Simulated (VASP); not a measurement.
# AlN (F-43m) in VASP: a series of runs

AlN is run at these levels: PBE; tasks: single point.

Everything below comes from runs of VASP 6.6.1. Logs are shortened: lines on timing, memory, paths and dates and some standing lists are left out, and cuts for length are marked.

**1. The cell of the first run**

It takes space group F-43m (No. 216, cubic). The conventional cell has a = 4.367 Å, b = 4.367 Å, c = 4.367 Å, α = 90.00°, β = 90.00°, γ = 90.00°. Within 2.5 Å of Al (site symmetry -43m) lie 4 N at 1.89 Å. N (site symmetry -43m) has 4 Al at 1.89 Å within 2.5 Å.

**2. Single point, PBE**

The input, INCAR:

```
SYSTEM = AlN
PREC = Accurate
ENCUT = 600
EDIFF = 1E-6
ISMEAR = 0
SIGMA = 0.01
LREAL = .FALSE.
LASPH = .TRUE.
NELM = 120
ALGO = Normal
ISIF = 2
LWAVE = .FALSE.
LCHARG = .FALSE.
GGA = PE
NBANDS = 11
GGA_COMPAT = .FALSE.
```

The input, KPOINTS:

```
regular mesh
0
G
  8 8 8
  0 0 0
```

The input, POSCAR:

```
AlN
1.0
    0.0000000000      2.1835041166      2.1835041166
    2.1835041166      0.0000000000      2.1835041166
    2.1835041166      2.1835041166      0.0000000000
Al N
1 1
Direct
    0.0000000000      0.0000000000      0.0000000000
    0.7500000000      0.7500000000      0.7500000000
```

Potentials or basis: VASP PAW PBE potentials, release 64 (Al, N).

The run is started by

```
> cat potpaw_PBE.64/Al/POTCAR potpaw_PBE.64/N/POTCAR > POTCAR
> mpirun -np 1 vasp_std > vasp.out
```

OUTCAR:

```text
SYSTEM = AlN
   PREC = Accurate
   ENCUT = 600
   EDIFF = 1E-6
   ISMEAR = 0
   LREAL = .FALSE.
   LASPH = .TRUE.
   NELM = 120
   ISIF = 2
   GGA = PE

 ion  position               nearest neighbor table
   1  0.000  0.000  0.000-   2 1.89   2 1.89   2 1.89   2 1.89
   2  0.750  0.750  0.750-   1 1.89   1 1.89   1 1.89   1 1.89

  LATTYP: Found a face centered cubic cell.
 ALAT       =     4.3670082332

  Lattice vectors:

 A1 = (   0.0000000000,   2.1835041166,   2.1835041166)
 A2 = (   2.1835041166,   0.0000000000,   2.1835041166)
 A3 = (   2.1835041166,   2.1835041166,   0.0000000000)

Analysis of symmetry for initial positions (statically):
=====================================================================
 Subroutine PRICEL returns:
 Original cell was already a primitive cell.

 Routine SETGRP: Setting up the symmetry group for a
 face centered cubic supercell.

 Subroutine GETGRP returns: Found 24 space group operations
 (whereof 24 operations were pure point group operations)
 out of a pool of 48 trial point group operations.

The static configuration has the point symmetry T_d .

Analysis of symmetry for dynamics (positions and initial velocities):
=====================================================================
 Subroutine PRICEL returns:
 Original cell was already a primitive cell.

 Routine SETGRP: Setting up the symmetry group for a
 face centered cubic supercell.

 Subroutine GETGRP returns: Found 24 space group operations
 (whereof 24 operations were pure point group operations)
 out of a pool of 48 trial point group operations.

The dynamic configuration has the point symmetry T_d .

 Subroutine INISYM returns: Found 24 space group operations
 (whereof 24 operations are pure point group operations),
 and found     1 'primitive' translations

----------------------------------------------------------------------------------------

                                     Primitive cell

  volume of cell :      20.8205

  direct lattice vectors                    reciprocal lattice vectors
     0.000000000  2.183504117  2.183504117    -0.228989722  0.228989722  0.228989722
     2.183504117  0.000000000  2.183504117     0.228989722 -0.228989722  0.228989722
     2.183504117  2.183504117  0.000000000     0.228989722  0.228989722 -0.228989722

  length of vectors
     3.087941135  3.087941135  3.087941135     0.396621832  0.396621832  0.396621832

  position of ions in fractional coordinates (direct lattice)
     0.000000000  0.000000000  0.000000000
     0.750000000  0.750000000  0.750000000

  ion indices of the primitive-cell ions
   primitive index   ion index
                 1           1
                 2           2

----------------------------------------------------------------------------------------

 KPOINTS: regular mesh

Automatic generation of k-mesh.
 Grid dimensions read from file:
 generate k-points for:    8    8    8

 Generating k-lattice:

  Cartesian coordinates                     Fractional coordinates (reciprocal lattice)
    -0.028623715  0.028623715  0.028623715     0.125000000  0.000000000  0.000000000
     0.028623715 -0.028623715  0.028623715     0.000000000  0.125000000  0.000000000
     0.028623715  0.028623715 -0.028623715     0.000000000  0.000000000  0.125000000

  Length of vectors
     0.049577729  0.049577729  0.049577729

  Shift w.r.t. Gamma in fractional coordinates (k-lattice)
     0.000000000  0.000000000  0.000000000

 Subroutine IBZKPT returns following result:
 ===========================================

 Found     29 irreducible k-points:

 Following reciprocal coordinates:
            Coordinates               Weight
  0.000000  0.000000  0.000000      1.000000
  0.125000  0.000000  0.000000      8.000000
  0.250000  0.000000  0.000000      8.000000
  0.375000  0.000000  0.000000      8.000000
  0.500000  0.000000  0.000000      4.000000
  0.125000  0.125000  0.000000      6.000000
[... 16 lines left out ...]
  0.500000  0.250000  0.125000     48.000000
 -0.375000  0.250000  0.125000     24.000000
 [... further k-points ...]
   k-points           NKPTS =     29   k-points in BZ     NKDIM =     29   number of bands    NBANDS=     11
   number of dos      NEDOS =    301   number of ions     NIONS =      2
   total plane-waves  NPLWV =  21952
   dimension x,y,z NGX =    28 NGY =   28 NGZ =   28
   dimension x,y,z NGXF=    56 NGYF=   56 NGZF=   56
   ions per type =               1   1
   NGX,Y,Z   is equivalent  to a cutoff of  15.07, 15.07, 15.07 a.u.
   NGXF,Y,Z  is equivalent  to a cutoff of  30.15, 30.15, 30.15 a.u.
 SYSTEM =  AlN
   PREC   = accura    normal or accurate (medium, high low for compatibility)
   ISTART =      0    job   : 0-new  1-cont  2-samecut
   ICHARG =      2    charge: 1-file 2-atom 10-const
   ISPIN  =      1    spin polarized calculation?
   LNONCOLLINEAR =      F non collinear calculations
   LSORBIT =      F    spin-orbit coupling
   LASPH  =      T    aspherical Exc in radial PAW
   ENCUT  =  600.0 eV  44.10 Ry    6.64 a.u.   6.17  6.17  6.17*2*pi/ulx,y,z
   NELM   =    120;   NELMIN=  2; NELMDL= -5     # of ELM steps
   EDIFF  = 0.1E-05   stopping-criterion for ELM
   LREAL  =      F    real-space projection
   EDIFFG = 0.1E-04   stopping-criterion for IOM
   NSW    =      0    number of steps for IOM
   IBRION =     -1    ionic relax: 0-MD 1-quasi-New 2-CG
   NFREE  =      0    steps in history (QN), initial steepest desc. (CG)
   ISIF   =      2    stress and relaxation
   ISYM   =      2    0-nonsym 1-usesym 2-fastsym
   POTIM  = 0.5000    time-step for ionic-motion
   TEBEG  =    0.0;   TEEND  =   0.0 temperature during run
   PSTRESS=    0.0 pullay stress
   NELECT =       8.0000    total number of electrons
   NUPDOWN=      -1.0000    fix difference up-down
   EMIN   =  10.00;   EMAX   =-10.00  energy-range for DOS
   EFERMI =   0.00;   METHOD = LEGACY
   ISMEAR =     0;   SIGMA  =   0.01  broadening in eV -4-tet -1-fermi 0-gaus
   EFERMI_NEDOS =   21; number of points for ismear=-14 and -15
   IALGO  =     38    algorithm
   IMIX   =      4    mixing-type and parameters
     AMIX     =   0.40;   BMIX     =  1.00
     AMIX_MAG =   1.60;   BMIX_MAG =  1.00
  volume/ion in A,a.u.               =      10.41        70.25
  Fermi-wavevector in a.u.,A,eV,Ry     =   1.190166  2.249087 19.272581  1.416495
  Thomas-Fermi vector in A             =   2.326257
   LORBIT       =      0    0 simple, 1 ext, 2 COOP (PROOUT), +10 PAW based schemes
   GGA     = PE    functional components
   LHFCALC =     F    Hartree Fock is set to
   AEXX    =    0.0000 exact exchange contribution
   IVDW    =     0    specifies the selected vdW correction
   LEPSILON=     F    determine dielectric tensor
   LRPA    =     F    only Hartree local field effects (RPA)
 non-spin polarized calculation
 Gauss-broadening in eV      SIGMA  =   0.01
  energy-cutoff  :      600.00
  volume of cell :       20.82
 maximum number of plane-waves:       725
 NGX is ok and might be reduce to    28
   NGX = 13   NGY = 13   NGZ = 13

 number of electron       7.9999999 magnetization

 Free energy of the ion-electron system (eV)
  ---------------------------------------------------
  ext. energy  EPLUGINS =         0.00000000
  ---------------------------------------------------
  free energy    TOTEN  =       -14.84144235 eV

  energy without entropy =      -14.84144235  energy(sigma->0) =      -14.84144235

 E-fermi :   6.0522     XC(G=0): -10.9367

 val. band max:        5.9762699234   @ k =   0.0000   0.0000   0.0000
 cond. band min:       9.2945006033   @ k =   0.5000   0.5000   0.0000
 fundamental gap:      3.3182306798
 Fermi energy:         6.0522266455

 k-point     1 :       0.0000    0.0000    0.0000
  band No.  band energies     occupation
      1      -9.0091      2.00000
      2       5.9763      2.00000
      3       5.9763      2.00000
      4       5.9763      2.00000
      5      10.1783      0.00000
      6      18.5433      0.00000
      7      18.5433      0.00000
      8      18.5433      0.00000
      9      23.6703      0.00000
     10      23.6703      0.00000
     11      25.0734      0.00000

 k-point     2 :       0.1250    0.0000    0.0000
  band No.  band energies     occupation
      1      -8.7817      2.00000
      2       4.7967      2.00000
      3       5.8978      2.00000
      4       5.8978      2.00000
      5      11.1200      0.00000
      6      17.9700      0.00000
      7      18.7159      0.00000
      8      18.7159      0.00000
      9      22.1310      0.00000
     10      22.1310      0.00000
     11      24.0244      0.00000

 k-point     3 :       0.2500    0.0000    0.0000
  band No.  band energies     occupation
      1      -8.1578      2.00000
      2       2.7157      2.00000
      3       5.7209      2.00000
      4       5.7209      2.00000
      5      12.4387      0.00000
      6      16.9531      0.00000
      7      18.3089      0.00000
      8      18.3089      0.00000
      9      22.2585      0.00000
     10      22.2585      0.00000
     11      23.2238      0.00000

 k-point     4 :       0.3750    0.0000    0.0000
  band No.  band energies     occupation
      1      -7.3691      2.00000
      2       0.8943      2.00000
      3       5.5595      2.00000
      4       5.5595      2.00000
      5      13.1625      0.00000
      6      16.1602      0.00000
      7      17.4657      0.00000
      8      17.4657      0.00000
      9      23.5178      0.00000
     10      24.2923      0.00000
     11      24.2923      0.00000

 k-point     5 :       0.5000    0.0000    0.0000
  band No.  band energies     occupation
      1      -6.9587      2.00000
      2       0.1192      2.00000
      3       5.4966      2.00000
      4       5.4966      2.00000
      5      13.3621      0.00000
      6      15.8460      0.00000
      7      17.1272      0.00000
      8      17.1272      0.00000
      9      23.9726      0.00000
     10      26.0849      0.00000
     11      26.0849      0.00000
[... 211 lines left out ...]
 k-point    21 :       0.5000    0.5000    0.0000
  band No.  band energies     occupation
      1      -6.3228      2.00000
      2       1.0719      2.00000
      3       4.2021      2.00000
      4       4.2021      2.00000
      5       9.2945      0.00000
      6      14.5954      0.00000
      7      19.9427      0.00000
      8      21.7182      0.00000
      9      21.7182      0.00000
     10      29.5309      0.00000
     11      29.9833      0.00000

 k-point    22 :       0.3750    0.2500    0.1250
  band No.  band energies     occupation
      1      -7.6563      2.00000
      2       2.4121      2.00000
      3       4.4994      2.00000
      4       5.3743      2.00000
      5      12.7901      0.00000
      6      16.5086      0.00000
      7      16.8376      0.00000
      8      19.2660      0.00000
      9      20.6345      0.00000
     10      25.1095      0.00000
     11      27.6243      0.00000

 k-point    23 :       0.5000    0.2500    0.1250
  band No.  band energies     occupation
      1      -6.9764      2.00000
      2       1.3532      2.00000
      3       3.9071      2.00000
      4       5.0462      2.00000
      5      13.0247      0.00000
      6      15.6225      0.00000
      7      17.5183      0.00000
      8      18.8681      0.00000
      9      22.0263      0.00000
     10      25.6406      0.00000
     11      27.7580      0.00000

 k-point    24 :      -0.3750    0.2500    0.1250
  band No.  band energies     occupation
      1      -6.6387      2.00000
      2       0.8338      2.00000
      3       3.7528      2.00000
      4       4.8595      2.00000
      5      13.0806      0.00000
      6      15.2372      0.00000
      7      18.1547      0.00000
      8      18.6684      0.00000
      9      23.1643      0.00000
     10      24.7574      0.00000
     11      28.0280      0.00000

 [... further k-points ...]

------------------------ aborting loop because EDIFF is reached ----------------------------------------

  FORCE on cell =-STRESS in cart. coord.  units (eV):
  Direction    XX          YY          ZZ          XY          YZ          ZX
  --------------------------------------------------------------------------------------
  -------------------------------------------------------------------------------------
  Total        0.5980271      0.5980271      0.5980271      0.0000000      0.0000000      0.0000000
  in kB       46.0192384     46.0192384     46.0192384      0.0000000      0.0000000      0.0000000
  external PRESSURE =      46.0192384 kB  Pullay stress =       0.0000000 kB

 VOLUME and BASIS-vectors are now :
 -----------------------------------------------------------------------------
  energy-cutoff  :      600.00
  volume of cell :       20.82
      direct lattice vectors                 reciprocal lattice vectors
     0.000000000  2.183504117  2.183504117    -0.228989722  0.228989722  0.228989722
     2.183504117  0.000000000  2.183504117     0.228989722 -0.228989722  0.228989722
     2.183504117  2.183504117  0.000000000     0.228989722  0.228989722 -0.228989722

 POSITION                                       TOTAL-FORCE (eV/Angst)
 -----------------------------------------------------------------------------------
      0.00000      0.00000      0.00000         0.000000      0.000000      0.000000
      3.27526      3.27526      3.27526        -0.000000     -0.000000     -0.000000
 -----------------------------------------------------------------------------------
    total drift:                               -0.000000     -0.000000     -0.000000

  FREE ENERGIE OF THE ION-ELECTRON SYSTEM (eV)
  ---------------------------------------------------
  free  energy   TOTEN  =       -14.8414423539 eV

  energy  without entropy=      -14.8414423539  energy(sigma->0) =      -14.84144235
```

Wall time 7.9 s (1 thread of Intel Xeon Platinum 8259CL at 2.50GHz (Skylake/Cascade Lake), shared host); peak memory 0.15 GiB.

What came out:

- Free energy: -14.8414 eV
- Pressure: 4.6 GPa
- Band gap on the k mesh: 3.32 eV, indirect (least direct gap 4.20 eV)

A k mesh can miss the band edges.

**3. Single point, PBE**

This run uses another cell than the first one, of 10.18 Å³/atom, 0.978 times its volume.

The input, INCAR:

```
PREC = Accurate
ENCUT = 600
EDIFF = 1E-6
ISMEAR = 0
SIGMA = 0.01
LREAL = F
LASPH = T
NELM = 120
ALGO = Normal
ISIF = 2
LWAVE = F
LCHARG = F
GGA = PE
NBANDS = 11
GGA_COMPAT = F
```

The input, KPOINTS:

```
Automatic mesh
0
Gamma
  8 8 8
```

The input, POSCAR:

```
AlN
1.0
    0.0000000000      2.1671459226      2.1671459226
    2.1671459226      0.0000000000      2.1671459226
    2.1671459226      2.1671459226      0.0000000000
Al N
1 1
Direct
    0.0000000000      0.0000000000      0.0000000000
    0.7500000000      0.7500000000      0.7500000000
```

Potentials or basis: VASP PAW PBE potentials, release 64 (Al, N).

The run is started by

```
> cat potpaw_PBE.64/Al/POTCAR potpaw_PBE.64/N/POTCAR > POTCAR
> mpirun -np 1 vasp_std > vasp.out
```

It took 4.2 s on 1 thread of Intel Xeon Platinum 8259CL at 2.50GHz (Skylake/Cascade Lake), shared host; peak memory 0.13 GiB.

It converged, with:

```yaml
Free_energy: -14.8203 eV
Pressure: 9.6 GPa
Band_gap_on_the_k_mesh: 3.33 eV, indirect (least direct gap 4.40 eV)
```

Levels at points of the mesh, in eV from the valence-band top:
```csv
k point,band 1,band 2,band 3,band 4,band 5,band 6,band 7,band 8
"(0.00, 0.00, 0.00)",-15.12,0.00,0.00,0.00,4.40,12.79,12.79,12.79
"(0.50, 0.00, 0.00)",-13.00,-5.95,-0.48,-0.48,7.59,10.02,11.29,11.29
"(0.50, 0.50, 0.00)",-12.34,-4.97,-1.80,-1.80,3.33,8.76,14.28,16.02
```

A k mesh can miss the band edges. As with any semilocal functional, this PBE gap is likely too small.
